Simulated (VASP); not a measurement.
# HfN (Fm-3m) in VASP: single point with PBEsol+D3(BJ)

Aim: the single point of HfN with PBEsol+D3(BJ).

Everything below comes from runs of VASP 6.6.1. Logs are shortened: lines on timing, memory, paths and dates and some standing lists are left out, and cuts for length are marked.

## Step 1: The cell of the first run

Symmetry: Fm-3m, No. 225, cubic system. The conventional cell has a = 4.512 Å, b = 4.512 Å, c = 4.512 Å, α = 90.00°, β = 90.00°, γ = 90.00°. Within 3.0 Å of Hf (site symmetry m-3m) lie 6 N at 2.26 Å. N (site symmetry m-3m) has 6 Hf at 2.26 Å within 3.0 Å.

## Step 2: Single point, PBEsol+D3(BJ)

The input, INCAR:

```
SYSTEM = HfN
PREC = Accurate
ENCUT = 600
EDIFF = 1E-6
ISMEAR = -1
SIGMA = 0.1
LREAL = .FALSE.
LASPH = .TRUE.
NELM = 120
ALGO = Normal
ISIF = 2
LWAVE = .FALSE.
LCHARG = .FALSE.
GGA = PS
IVDW = 12
NBANDS = 14
GGA_COMPAT = .FALSE.
```

The input, KPOINTS:

```
Automatic mesh
0
G
  9 9 9
  0 0 0
```

The input, POSCAR:

```
HfN
1.0
    0.0000000000      2.2560000000      2.2560000000
    2.2560000000      0.0000000000      2.2560000000
    2.2560000000      2.2560000000      0.0000000000
Hf N
1 1
Direct
    0.0000000000      0.0000000000      0.0000000000
    0.5000000000      0.5000000000      0.5000000000
```

Potentials or basis: VASP PAW PBE potentials, release 64 (Hf_pv, N).

Run with:

```bash
$ cat potpaw_PBE.64/Hf_pv/POTCAR potpaw_PBE.64/N/POTCAR > POTCAR
$ mpirun -np 1 vasp_std > vasp.out
```

OUTCAR:

```text
SYSTEM = HfN
   PREC = Accurate
   ENCUT = 600
   EDIFF = 1E-6
   ISMEAR = -1
   LREAL = .FALSE.
   LASPH = .TRUE.
   NELM = 120
   ISIF = 2
   GGA = PS
   IVDW = 12
 IVDW          = 12

 ion  position               nearest neighbor table
   1  0.000  0.000  0.000-   2 2.26   2 2.26   2 2.26   2 2.26   2 2.26   2 2.26
   2  0.500  0.500  0.500-   1 2.26   1 2.26   1 2.26   1 2.26   1 2.26   1 2.26

  LATTYP: Found a face centered cubic cell.
 ALAT       =     4.5120000000

  Lattice vectors:

 A1 = (   0.0000000000,   2.2560000000,   2.2560000000)
 A2 = (   2.2560000000,   0.0000000000,   2.2560000000)
 A3 = (   2.2560000000,   2.2560000000,   0.0000000000)

Analysis of symmetry for initial positions (statically):
=====================================================================
 Subroutine PRICEL returns:
 Original cell was already a primitive cell.

 Routine SETGRP: Setting up the symmetry group for a
 face centered cubic supercell.

 Subroutine GETGRP returns: Found 48 space group operations
 (whereof 48 operations were pure point group operations)
 out of a pool of 48 trial point group operations.

The static configuration has the point symmetry O_h .

Analysis of symmetry for dynamics (positions and initial velocities):
=====================================================================
 Subroutine PRICEL returns:
 Original cell was already a primitive cell.

 Routine SETGRP: Setting up the symmetry group for a
 face centered cubic supercell.

 Subroutine GETGRP returns: Found 48 space group operations
 (whereof 48 operations were pure point group operations)
 out of a pool of 48 trial point group operations.

The dynamic configuration has the point symmetry O_h .

 Subroutine INISYM returns: Found 48 space group operations
 (whereof 48 operations are pure point group operations),
 and found     1 'primitive' translations

----------------------------------------------------------------------------------------

                                     Primitive cell

  volume of cell :      22.9640

  direct lattice vectors                    reciprocal lattice vectors
     0.000000000  2.256000000  2.256000000    -0.221631206  0.221631206  0.221631206
     2.256000000  0.000000000  2.256000000     0.221631206 -0.221631206  0.221631206
     2.256000000  2.256000000  0.000000000     0.221631206  0.221631206 -0.221631206

  length of vectors
     3.190465797  3.190465797  3.190465797     0.383876509  0.383876509  0.383876509

  position of ions in fractional coordinates (direct lattice)
     0.000000000  0.000000000  0.000000000
     0.500000000  0.500000000  0.500000000

  ion indices of the primitive-cell ions
   primitive index   ion index
                 1           1
                 2           2

----------------------------------------------------------------------------------------

 KPOINTS: Automatic mesh

Automatic generation of k-mesh.
 Grid dimensions read from file:
 generate k-points for:    9    9    9

 Generating k-lattice:

  Cartesian coordinates                     Fractional coordinates (reciprocal lattice)
    -0.024625690  0.024625690  0.024625690     0.111111111  0.000000000  0.000000000
     0.024625690 -0.024625690  0.024625690     0.000000000  0.111111111  0.000000000
     0.024625690  0.024625690 -0.024625690     0.000000000  0.000000000  0.111111111

  Length of vectors
     0.042652945  0.042652945  0.042652945

  Shift w.r.t. Gamma in fractional coordinates (k-lattice)
     0.000000000  0.000000000  0.000000000

 Subroutine IBZKPT returns following result:
 ===========================================

 Found     35 irreducible k-points:

 Following reciprocal coordinates:
            Coordinates               Weight
  0.000000  0.000000  0.000000      1.000000
  0.111111  0.000000  0.000000      8.000000
  0.222222  0.000000  0.000000      8.000000
  0.333333  0.000000  0.000000      8.000000
  0.444444  0.000000  0.000000      8.000000
  0.111111  0.111111  0.000000      6.000000
[... 16 lines left out ...]
 -0.333333  0.333333  0.000000     12.000000
  0.444444  0.444444  0.000000      6.000000
 [... further k-points ...]
   k-points           NKPTS =     35   k-points in BZ     NKDIM =     35   number of bands    NBANDS=     14
   number of dos      NEDOS =    301   number of ions     NIONS =      2
   total plane-waves  NPLWV =  21952
   dimension x,y,z NGX =    28 NGY =   28 NGZ =   28
   dimension x,y,z NGXF=    56 NGYF=   56 NGZF=   56
   ions per type =               1   1
   NGX,Y,Z   is equivalent  to a cutoff of  14.59, 14.59, 14.59 a.u.
   NGXF,Y,Z  is equivalent  to a cutoff of  29.18, 29.18, 29.18 a.u.
 SYSTEM =  HfN
   PREC   = accura    normal or accurate (medium, high low for compatibility)
   ISTART =      0    job   : 0-new  1-cont  2-samecut
   ICHARG =      2    charge: 1-file 2-atom 10-const
   ISPIN  =      1    spin polarized calculation?
   LNONCOLLINEAR =      F non collinear calculations
   LSORBIT =      F    spin-orbit coupling
   LASPH  =      T    aspherical Exc in radial PAW
   ENCUT  =  600.0 eV  44.10 Ry    6.64 a.u.   6.37  6.37  6.37*2*pi/ulx,y,z
   NELM   =    120;   NELMIN=  2; NELMDL= -5     # of ELM steps
   EDIFF  = 0.1E-05   stopping-criterion for ELM
   LREAL  =      F    real-space projection
   EDIFFG = 0.1E-04   stopping-criterion for IOM
   NSW    =      0    number of steps for IOM
   IBRION =     -1    ionic relax: 0-MD 1-quasi-New 2-CG
   NFREE  =      0    steps in history (QN), initial steepest desc. (CG)
   ISIF   =      2    stress and relaxation
   ISYM   =      2    0-nonsym 1-usesym 2-fastsym
   POTIM  = 0.5000    time-step for ionic-motion
   TEBEG  =    0.0;   TEEND  =   0.0 temperature during run
   PSTRESS=    0.0 pullay stress
   NELECT =      15.0000    total number of electrons
   NUPDOWN=      -1.0000    fix difference up-down
   EMIN   =  10.00;   EMAX   =-10.00  energy-range for DOS
   EFERMI =   0.00;   METHOD = LEGACY
   ISMEAR =    -1;   SIGMA  =   0.10  broadening in eV -4-tet -1-fermi 0-gaus
   EFERMI_NEDOS =   21; number of points for ismear=-14 and -15
   IALGO  =     38    algorithm
   IMIX   =      4    mixing-type and parameters
     AMIX     =   0.40;   BMIX     =  1.00
     AMIX_MAG =   1.60;   BMIX_MAG =  1.00
  volume/ion in A,a.u.               =      11.48        77.48
  Fermi-wavevector in a.u.,A,eV,Ry     =   1.420440  2.684242 27.451783  2.017649
  Thomas-Fermi vector in A             =   2.541355
   LORBIT       =      0    0 simple, 1 ext, 2 COOP (PROOUT), +10 PAW based schemes
   GGA     = PS    functional components
   LHFCALC =     F    Hartree Fock is set to
   AEXX    =    0.0000 exact exchange contribution
   IVDW    =    12    specifies the selected vdW correction
   LEPSILON=     F    determine dielectric tensor
   LRPA    =     F    only Hartree local field effects (RPA)
 non-spin polarized calculation
  energy-cutoff  :      600.00
  volume of cell :       22.96
 maximum number of plane-waves:       779
 NGX is ok and might be reduce to    28
   NGX = 13   NGY = 13   NGZ = 13

 number of electron      15.0000002 magnetization

 Free energy of the ion-electron system (eV)
  ---------------------------------------------------
  ext. energy  EPLUGINS =         0.00000000
  ---------------------------------------------------
  free energy    TOTEN  =       -23.01031995 eV

  energy without entropy =      -22.99001384  energy(sigma->0) =      -23.00016690

 E-fermi :   8.2151     XC(G=0): -12.9150

 val. band max:        8.1998684465   @ k =   0.4444   0.2222   0.1111
 cond. band min:       8.2608767244   @ k =   0.1111   0.0000   0.0000
 fundamental gap:      0.0610082779
 Fermi energy:         8.2150530977

 k-point     1 :       0.0000    0.0000    0.0000
  band No.  band energies     occupation
      1     -22.8120      2.00000
      2     -22.8120      2.00000
      3     -22.8120      2.00000
      4      -9.2285      2.00000
      5       5.2457      2.00000
      6       5.2457      2.00000
      7       5.2457      2.00000
      8       7.8603      1.94405
      9       7.8603      1.94405
     10       7.8603      1.94405
     11      10.0838      0.00000
     12      10.1866      0.00000
     13      10.1866      0.00000
     14      17.7820      0.00000

 k-point     2 :       0.1111    0.0000    0.0000
  band No.  band energies     occupation
      1     -22.9384      2.00000
      2     -22.8225      2.00000
      3     -22.8225      2.00000
      4      -8.9425      2.00000
      5       4.1357      2.00000
      6       4.5843      2.00000
      7       4.5843      2.00000
      8       8.1310      1.39731
      9       8.2609      0.77481
     10       8.2609      0.77481
     11      10.9313      0.00000
     12      11.0940      0.00000
     13      11.0940      0.00000
     14      18.7250      0.00000

 k-point     3 :       0.2222    0.0000    0.0000
  band No.  band energies     occupation
      1     -23.2433      2.00000
      2     -22.8490      2.00000
      3     -22.8490      2.00000
      4      -8.1928      2.00000
      5       2.2431      2.00000
      6       3.4657      2.00000
      7       3.4657      2.00000
      8       8.6093      0.03807
      9       9.2483      0.00007
     10       9.2483      0.00007
     11      12.5630      0.00000
     12      13.0505      0.00000
     13      13.0505      0.00000
     14      20.4970      0.00000
[... 324 lines left out ...]
 k-point    23 :      -0.3333    0.3333    0.0000
  band No.  band energies     occupation
      1     -23.4581      2.00000
      2     -23.3940      2.00000
      3     -22.9994      2.00000
      4      -7.2354      2.00000
      5       1.1019      2.00000
      6       2.7039      2.00000
      7       2.7860      2.00000
      8       8.7785      0.00712
      9      11.3931      0.00000
     10      12.0020      0.00000
     11      13.8449      0.00000
     12      16.1939      0.00000
     13      18.1929      0.00000
     14      20.1858      0.00000

 k-point    24 :       0.4444    0.4444    0.0000
  band No.  band energies     occupation
      1     -23.6073      2.00000
      2     -23.1191      2.00000
      3     -23.1191      2.00000
      4      -8.0713      2.00000
      5       2.6219      2.00000
      6       4.4459      2.00000
      7       4.5486      2.00000
      8       4.5486      2.00000
      9      12.2629      0.00000
     10      13.6587      0.00000
     11      13.7282      0.00000
     12      13.7282      0.00000
     13      16.5507      0.00000
     14      17.6680      0.00000

 [... further k-points ...]

------------------------ aborting loop because EDIFF is reached ----------------------------------------

 Edisp (eV)   -0.77945

 E8    (eV) :    -0.5471

  FORCE on cell =-STRESS in cart. coord.  units (eV):
  Direction    XX          YY          ZZ          XY          YZ          ZX
  --------------------------------------------------------------------------------------
  -------------------------------------------------------------------------------------
  Total      -1.38785    -1.38785    -1.38785     0.00000    -0.00000     0.00000
  in kB     -96.82908   -96.82908   -96.82908     0.00000    -0.00000     0.00000
  external pressure =      -96.83 kB  Pullay stress =        0.00 kB

 VOLUME and BASIS-vectors are now :
 -----------------------------------------------------------------------------
  energy-cutoff  :      600.00
  volume of cell :       22.96
      direct lattice vectors                 reciprocal lattice vectors
     0.000000000  2.256000000  2.256000000    -0.221631206  0.221631206  0.221631206
     2.256000000  0.000000000  2.256000000     0.221631206 -0.221631206  0.221631206
     2.256000000  2.256000000  0.000000000     0.221631206  0.221631206 -0.221631206

 POSITION                                       TOTAL-FORCE (eV/Angst)
 -----------------------------------------------------------------------------------
      0.00000      0.00000      0.00000        -0.000000      0.000000     -0.000000
      2.25600      2.25600      2.25600         0.000000     -0.000000      0.000000
 -----------------------------------------------------------------------------------
    total drift:                                0.000000      0.000000      0.000000

  FREE ENERGIE OF THE ION-ELECTRON SYSTEM (eV)
  ---------------------------------------------------
  free  energy   TOTEN  =       -23.7897676707 eV

  energy  without entropy=      -23.7694615556  energy(sigma->0) =      -23.77961461
```

Run time: 36 s. Hardware: 1 thread of Intel Xeon 8259CL, shared host; peak memory 0.18 GiB.

What came out:

```
Free energy                : -23.7898 eV
Pressure                   : -9.7 GPa
Dispersion energy per atom : -0.390 eV
```

Caveat: three body term missing; the PAW data sets were made with another functional, which shifts forces and pressure a little; spin-orbit coupling is left out, which moves the levels of the heavy elements; pairwise dispersion overbinds metals, which lowers pressure and volume.
